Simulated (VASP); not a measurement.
# AlRu (CsCl type) (Pm-3m) in VASP: a series of runs

Runs on AlRu (CsCl type). Level: r2SCAN. Tasks: single point.

Everything below comes from runs of VASP 6.6.1. Logs are shortened: lines on timing, memory, paths and dates and some standing lists are left out, and cuts for length are marked.

## (1) The cell of the first run

The structure is cubic, space group Pm-3m (No. 221). Conventional cell: a = 2.982 Å, b = 2.982 Å, c = 2.982 Å, α = 90.00°, β = 90.00°, γ = 90.00°. Ru (site symmetry m-3m) has 8 Al at 2.58 Å and 6 Ru at 2.98 Å within 3.4 Å. Within 3.4 Å of Al (site symmetry m-3m) lie 8 Ru at 2.58 Å and 6 Al at 2.98 Å.

## (2) Single point, r2SCAN

File POSCAR:

```
AlRu
1.0
    0.0000000000      0.0000000000      2.9820244748
    2.9820244748     -2.9820244748      0.0000000000
    2.9820244748      2.9820244748      0.0000000000
Ru Al
2 2
Direct
    0.0000000000      0.0000000000      0.0000000000
    0.0000000000      0.5000000000      0.5000000000
    0.5000000000      0.5000000000      0.0000000000
    0.5000000000      0.0000000000      0.5000000000
```

File INCAR.step1:

```
SYSTEM = AlRu
  ALGO = Normal
  EDIFF = 1E-4
  ENCUT = 520
  GGA = PE
  ISMEAR = -1
  LASPH = .True.
  LCHARG = .False.
  LREAL = .False.
  LWAVE = .True.
  NBANDS = 25
  NELM = 60
  PREC = Accurate
  SIGMA = 0.05
```

File INCAR.step2:

```
SYSTEM = AlRu
  ALGO = Normal
  EDIFF = 1E-7
  ENCUT = 520
  ISIF = 2
  ISMEAR = -1
  ISTART = 1
  LASPH = .True.
  LCHARG = .False.
  LMIXTAU = .True.
  LREAL = .False.
  LWAVE = .False.
  METAGGA = R2SCAN
  NBANDS = 25
  NELM = 60
  PREC = Accurate
  SIGMA = 0.05
```

File KPOINTS:

```
k-points
0
Gamma
  14 10 10
  0 0 0
```

Potentials or basis: VASP PAW PBE potentials, release 64 (Ru_pv, Al).

Run with:

```bash
> cat potpaw_PBE.64/Ru_pv/POTCAR potpaw_PBE.64/Al/POTCAR > POTCAR
> cp INCAR.step1 INCAR
> mpirun -np 1 vasp_std > vasp.out
> cp INCAR.step2 INCAR
> mpirun -np 1 vasp_std > vasp.out
```

OUTCAR:

```text
SYSTEM = AlRu
   EDIFF = 1E-7
   ENCUT = 520
   ISIF = 2
   ISMEAR = -1
   ISTART = 1
   LASPH = .True.
   LREAL = .False.
   METAGGA = R2SCAN
   NELM = 60
   PREC = Accurate

 ion  position               nearest neighbor table
   1  0.000  0.000  0.000-   3 2.58   4 2.58   4 2.58   3 2.58   3 2.58   4 2.58   4 2.58   3 2.58
                             2 2.98   2 2.98   2 2.98   2 2.98
   2  0.000  0.500  0.500-   3 2.58   4 2.58   3 2.58   4 2.58   3 2.58   4 2.58   3 2.58   4 2.58
                             1 2.98   1 2.98   1 2.98   1 2.98
   3  0.500  0.500  0.000-   1 2.58   2 2.58   2 2.58   1 2.58   1 2.58   2 2.58   2 2.58   1 2.58
                             4 2.98   4 2.98   4 2.98   4 2.98
   4  0.500  0.000  0.500-   1 2.58   2 2.58   1 2.58   2 2.58   1 2.58   2 2.58   1 2.58   2 2.58
                             3 2.98   3 2.98   3 2.98   3 2.98

  LATTYP: Found a simple tetragonal cell.
 ALAT       =     4.2172194556
 C/A-ratio  =     0.7071067812

  Lattice vectors:

 A1 = (   2.9820244748,  -2.9820244748,   0.0000000000)
 A2 = (   2.9820244748,   2.9820244748,   0.0000000000)
 A3 = (   0.0000000000,   0.0000000000,   2.9820244748)

Analysis of symmetry for initial positions (statically):
=====================================================================
 Subroutine PRICEL returns following result:

  LATTYP: Found a simple cubic cell.
 ALAT       =     2.9820244748

  Lattice vectors:

 A1 = (   0.0000000000,   0.0000000000,   2.9820244748)
 A2 = (   0.0000000000,  -2.9820244748,   0.0000000000)
 A3 = (   2.9820244748,   0.0000000000,   0.0000000000)

   2 primitive cells build up your supercell.

 Routine SETGRP: Setting up the symmetry group for a
 simple tetragonal supercell.

 Subroutine GETGRP returns: Found 16 space group operations
 (whereof 16 operations were pure point group operations)
 out of a pool of 16 trial point group operations.

The static configuration has the point symmetry D_4h.

Analysis of symmetry for dynamics (positions and initial velocities):
=====================================================================
 Subroutine PRICEL returns following result:

  LATTYP: Found a simple cubic cell.
 ALAT       =     2.9820244748

  Lattice vectors:

 A1 = (   0.0000000000,   0.0000000000,   2.9820244748)
 A2 = (   0.0000000000,  -2.9820244748,   0.0000000000)
 A3 = (   2.9820244748,   0.0000000000,   0.0000000000)

   2 primitive cells build up your supercell.

 Routine SETGRP: Setting up the symmetry group for a
 simple tetragonal supercell.

 Subroutine GETGRP returns: Found 16 space group operations
 (whereof 16 operations were pure point group operations)
 out of a pool of 16 trial point group operations.

The dynamic configuration has the point symmetry D_4h.

 Subroutine INISYM returns: Found 16 space group operations
 (whereof 16 operations are pure point group operations),
 and found     2 'primitive' translations

----------------------------------------------------------------------------------------

                                     Primitive cell

  volume of cell :      26.5176

  direct lattice vectors                    reciprocal lattice vectors
     0.000000000  0.000000000  2.982024475     0.000000000  0.000000000  0.335342653
     0.000000000 -2.982024475  0.000000000     0.000000000 -0.335342653  0.000000000
     2.982024475  0.000000000  0.000000000     0.335342653  0.000000000  0.000000000

  length of vectors
     2.982024475  2.982024475  2.982024475     0.335342653  0.335342653  0.335342653

  position of ions in fractional coordinates (direct lattice)
     0.000000000  0.000000000  0.000000000
     0.500000000  0.500000000  0.500000000

  ion indices of the primitive-cell ions
   primitive index   ion index
                 1           1
                 2           3

----------------------------------------------------------------------------------------

 KPOINTS: k-points

Automatic generation of k-mesh.
 Grid dimensions read from file:
 generate k-points for:   14   10   10

 Generating k-lattice:

  Cartesian coordinates                     Fractional coordinates (reciprocal lattice)
     0.000000000  0.000000000  0.023953047     0.071428571  0.000000000  0.000000000
     0.016767133 -0.016767133  0.000000000     0.000000000  0.100000000  0.000000000
     0.016767133  0.016767133  0.000000000     0.000000000  0.000000000  0.100000000

  Length of vectors
     0.023953047  0.023712306  0.023712306

  Shift w.r.t. Gamma in fractional coordinates (k-lattice)
     0.000000000  0.000000000  0.000000000

 Subroutine IBZKPT returns following result:
 ===========================================

 Found    168 irreducible k-points:

 Following reciprocal coordinates:
            Coordinates               Weight
  0.000000  0.000000  0.000000      1.000000
  0.071429  0.000000  0.000000      2.000000
  0.142857  0.000000  0.000000      2.000000
  0.214286  0.000000  0.000000      2.000000
  0.285714  0.000000  0.000000      2.000000
  0.357143  0.000000  0.000000      2.000000
[... 16 lines left out ...]
  0.428571  0.200000  0.000000      8.000000
  0.500000  0.200000  0.000000      4.000000
 [... further k-points ...]
   k-points           NKPTS =    168   k-points in BZ     NKDIM =    168   number of bands    NBANDS=     25
   number of dos      NEDOS =    301   number of ions     NIONS =      4
   total plane-waves  NPLWV =  24576
   dimension x,y,z NGX =    24 NGY =   32 NGZ =   32
   dimension x,y,z NGXF=    48 NGYF=   64 NGZF=   64
   ions per type =               2   2
   NGX,Y,Z   is equivalent  to a cutoff of  13.38, 12.61, 12.61 a.u.
   NGXF,Y,Z  is equivalent  to a cutoff of  26.76, 25.23, 25.23 a.u.
 SYSTEM =  AlRu
   PREC   = accura    normal or accurate (medium, high low for compatibility)
   ISTART =      1    job   : 0-new  1-cont  2-samecut
   ICHARG =      0    charge: 1-file 2-atom 10-const
   ISPIN  =      1    spin polarized calculation?
   LNONCOLLINEAR =      F non collinear calculations
   LSORBIT =      F    spin-orbit coupling
   LASPH  =      T    aspherical Exc in radial PAW
   ENCUT  =  520.0 eV  38.22 Ry    6.18 a.u.   5.54  7.84  7.84*2*pi/ulx,y,z
   NELM   =     60;   NELMIN=  2; NELMDL=  0     # of ELM steps
   EDIFF  = 0.1E-06   stopping-criterion for ELM
   LREAL  =      F    real-space projection
   EDIFFG = 0.1E-05   stopping-criterion for IOM
   NSW    =      0    number of steps for IOM
   IBRION =     -1    ionic relax: 0-MD 1-quasi-New 2-CG
   NFREE  =      0    steps in history (QN), initial steepest desc. (CG)
   ISIF   =      2    stress and relaxation
   ISYM   =      2    0-nonsym 1-usesym 2-fastsym
   POTIM  = 0.5000    time-step for ionic-motion
   TEBEG  =    0.0;   TEEND  =   0.0 temperature during run
   PSTRESS=    0.0 pullay stress
   NELECT =      34.0000    total number of electrons
   NUPDOWN=      -1.0000    fix difference up-down
   EMIN   =  10.00;   EMAX   =-10.00  energy-range for DOS
   EFERMI =   0.00;   METHOD = LEGACY
   ISMEAR =    -1;   SIGMA  =   0.05  broadening in eV -4-tet -1-fermi 0-gaus
   EFERMI_NEDOS =   21; number of points for ismear=-14 and -15
   IALGO  =     38    algorithm
   IMIX   =      4    mixing-type and parameters
     AMIX     =   0.40;   BMIX     =  1.00
     AMIX_MAG =   1.60;   BMIX_MAG =  1.00
  volume/ion in A,a.u.               =      13.26        89.47
  Fermi-wavevector in a.u.,A,eV,Ry     =   1.411605  2.667547 27.111369  1.992629
  Thomas-Fermi vector in A             =   2.533439
   LORBIT       =      0    0 simple, 1 ext, 2 COOP (PROOUT), +10 PAW based schemes
   METAGGA = R2SCAN    functional components
   LHFCALC =     F    Hartree Fock is set to
   AEXX    =    0.0000 exact exchange contribution
   IVDW    =     0    specifies the selected vdW correction
   LEPSILON=     F    determine dielectric tensor
   LRPA    =     F    only Hartree local field effects (RPA)
 non-spin polarized calculation
  energy-cutoff  :      520.00
  volume of cell :       53.04
 maximum number of plane-waves:      1459
 NGX is ok and might be reduce to    24
   NGX = 11   NGY = 15   NGZ = 15

 number of electron      33.9999987 magnetization

 Free energy of the ion-electron system (eV)
  ---------------------------------------------------
  ext. energy  EPLUGINS =         0.00000000
  ---------------------------------------------------
  free energy    TOTEN  =       -67.22884310 eV

  energy without entropy =      -67.20293319  energy(sigma->0) =      -67.21588814

 E-fermi :  10.7098     XC(G=0): -13.6697

 val. band max:       10.7091286050   @ k =   0.4286   0.2000   0.0000
 cond. band min:      10.7148680133   @ k =   0.0000   0.4000   0.3000
 fundamental gap:      0.0057394084
 Fermi energy:        10.7098362422

 k-point     1 :       0.0000    0.0000    0.0000
  band No.  band energies     occupation
      1     -32.5785      2.00000
      2     -32.5785      2.00000
      3     -32.3708      2.00000
      4     -32.3702      2.00000
      5     -32.3702      2.00000
      6     -32.3288      2.00000
[... 17 lines left out ...]
     24      17.5648      0.00000
     25      21.0798      0.00000

 k-point     2 :       0.0714    0.0000    0.0000
  band No.  band energies     occupation
      1     -32.5772      2.00000
      2     -32.5772      2.00000
      3     -32.3829      2.00000
      4     -32.3692      2.00000
      5     -32.3692      2.00000
      6     -32.3400      2.00000
[... 17 lines left out ...]
     24      17.4749      0.00000
     25      21.7413      0.00000

 k-point     3 :       0.1429    0.0000    0.0000
  band No.  band energies     occupation
      1     -32.5734      2.00000
      2     -32.5734      2.00000
      3     -32.4166      2.00000
      4     -32.3713      2.00000
      5     -32.3663      2.00000
      6     -32.3663      2.00000
[... 552 lines left out ...]
 k-point    23 :       0.4286    0.2000    0.0000
  band No.  band energies     occupation
      1     -32.5931      2.00000
      2     -32.5463      2.00000
      3     -32.5348      2.00000
      4     -32.5335      2.00000
      5     -32.3712      2.00000
      6     -32.3699      2.00000
[... 17 lines left out ...]
     24      20.1184      0.00000
     25      20.4793      0.00000

 k-point    24 :       0.5000    0.2000    0.0000
  band No.  band energies     occupation
      1     -32.6047      2.00000
      2     -32.5572      2.00000
      3     -32.5335      2.00000
      4     -32.5322      2.00000
      5     -32.3701      2.00000
      6     -32.3688      2.00000
[... 17 lines left out ...]
     24      19.7068      0.00000
     25      20.4085      0.00000

 [... further k-points ...]
[... 5 lines left out ...]
  --------------------------------------------------------------------------------------
  -------------------------------------------------------------------------------------
  Total        0.0827555      0.0827555      0.0782286      0.0000000      0.0000000     -0.0000000
  in kB        2.5000208      2.5000208      2.3632646      0.0000000      0.0000000     -0.0000000
  external PRESSURE =       2.4544354 kB  Pullay stress =       0.0000000 kB

 VOLUME and BASIS-vectors are now :
 -----------------------------------------------------------------------------
  energy-cutoff  :      520.00
  volume of cell :       53.04
      direct lattice vectors                 reciprocal lattice vectors
     0.000000000  0.000000000  2.982024475     0.000000000  0.000000000  0.335342653
     2.982024475 -2.982024475  0.000000000     0.167671327 -0.167671327  0.000000000
     2.982024475  2.982024475  0.000000000     0.167671327  0.167671327  0.000000000

 POSITION                                       TOTAL-FORCE (eV/Angst)
 -----------------------------------------------------------------------------------
      0.00000      0.00000      0.00000         0.000000     -0.000000      0.000000
      2.98202      0.00000      0.00000         0.000000     -0.000000      0.000000
      1.49101     -1.49101      1.49101        -0.000000      0.000000      0.000000
      1.49101      1.49101      1.49101        -0.000000     -0.000000      0.000000
 -----------------------------------------------------------------------------------
    total drift:                                0.000000      0.000000      0.000000

  FREE ENERGIE OF THE ION-ELECTRON SYSTEM (eV)
  ---------------------------------------------------
  free  energy   TOTEN  =       -67.2288431037 eV

  energy  without entropy=      -67.2029331850  energy(sigma->0) =      -67.21588814
```

It took 14 min on 1 thread of Intel Xeon 8259CL, shared host; peak memory 0.31 GiB.

What came out:

- Free energy: -67.2288 eV
- Pressure: 0.2 GPa
- Band gap on the k mesh: zero (bands 17 and 18 overlap by 3.11 eV)

Caveat: the PAW data sets were made with another functional, which shifts forces and pressure a little.

## (3) Single point, r2SCAN

POSCAR is that of step 2.

File INCAR.step1:

```
PREC = Accurate
ENCUT = 520
ISMEAR = -1
SIGMA = 0.05
LREAL = False
LASPH = True
NELM = 80
NBANDS = 25
GGA = PE
ALGO = Normal
EDIFF = 1E-4
LWAVE = True
LCHARG = False
```

File INCAR.step2:

```
PREC = Accurate
ENCUT = 520
EDIFF = 1E-6
ISMEAR = -1
SIGMA = 0.05
LREAL = False
LASPH = True
NELM = 80
ALGO = Normal
ISIF = 2
LWAVE = False
LCHARG = True
METAGGA = R2SCAN
LMIXTAU = True
LELF = True
LVHAR = True
NBANDS = 25
ISTART = 1
```

File KPOINTS:

```
regular mesh
0
Gamma
  14 10 10
```

Potentials or basis: VASP PAW PBE potentials, release 64 (Ru_pv, Al).

Run with:

```bash
> cat potpaw_PBE.64/Ru_pv/POTCAR potpaw_PBE.64/Al/POTCAR > POTCAR
> cp INCAR.step1 INCAR
> mpirun -np 1 vasp_std > vasp.out
> cp INCAR.step2 INCAR
> mpirun -np 1 vasp_std > vasp.out
```

It took 12 min on 1 thread of Intel Xeon 8259CL, shared host; peak memory 0.31 GiB.

The run converged. Its results:

| Item | Value |
| --- | --- |
| Free energy | -67.2288 eV |
| Pressure | 0.2 GPa |
| Band gap on the k mesh | zero (bands 17 and 18 overlap by 3.11 eV) |

Levels at points of the mesh, in eV from the Fermi level:
```csv
k point,band 14,band 15,band 16,band 17,band 18,band 19,band 20,band 21
"(0.00, 0.00, 0.00)",-1.27,-1.27,0.17,0.17,0.17,1.74,5.72,6.56
"(0.50, 0.00, 0.00)",-1.72,0.44,1.84,1.84,2.54,3.25,4.34,4.34
"(0.00, 0.50, 0.00)",-1.73,-0.85,-0.85,-0.59,-0.59,3.77,3.77,5.86
"(0.50, 0.50, 0.00)",-1.43,-1.14,-1.14,0.76,0.76,2.67,2.67,7.39
"(0.00, 0.50, 0.50)",-1.72,-1.72,-1.72,0.44,0.44,2.54,2.54,7.73
"(0.50, 0.50, 0.50)",-1.49,-1.27,-1.27,-1.27,-1.27,1.74,1.74,5.72
```

Caveat: the PAW data sets were made with another functional, which shifts forces and pressure a little.
